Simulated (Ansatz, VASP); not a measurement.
**Cs2IBr in VASP and in Ansatz**

```
CELL_PARAMETERS angstrom
2.61433 1.50939 8.60454
-2.61433 1.50939 8.60454
0.00000 -3.01877 8.60454
ATOMIC_POSITIONS crystal
Cs 0.24446 0.24446 0.24446
Cs 0.75554 0.75554 0.75554
I 0.00000 0.00000 0.00000
Br 0.50000 0.50000 0.50000
```

Alike in both runs: functional PBEsol; k mesh 6 × 6 × 6; occupations gaussian, width 0.02 eV; no spin polarisation.

Ansatz relaxed the structure, and its values are those at the end. VASP's run is a single point on that final structure, the one shown.

|  | VASP | Ansatz |
| --- | --- | --- |
| version | VASP 6.6.1 | Ansatz 0.2.0 |
| potentials or method | VASP PAW PBE potentials, release 64 (Cs_sv, I, Br), cutoff 520 eV | scalar-relativistic, plane waves, PAW |
| valence electrons in the cell | 32 | 42 |

```tsv
	VASP	Ansatz	Ansatz less VASP
gap on the k mesh at the Fermi level (eV)	3.91	3.92	+0.010
least direct gap on the mesh (eV)	3.91	3.92	+0.010
pressure (GPa)	0.0	0.0	-0.03
```

VASP's potentials were made for PBE, not for PBEsol. With one functional, cell and mesh, what is left measures potentials, basis and numerics. VASP's potentials hold 32 valence electrons a cell and Ansatz's 42, so a difference there can come from the potentials and not from the codes.

Neither program's run includes spin-orbit coupling.
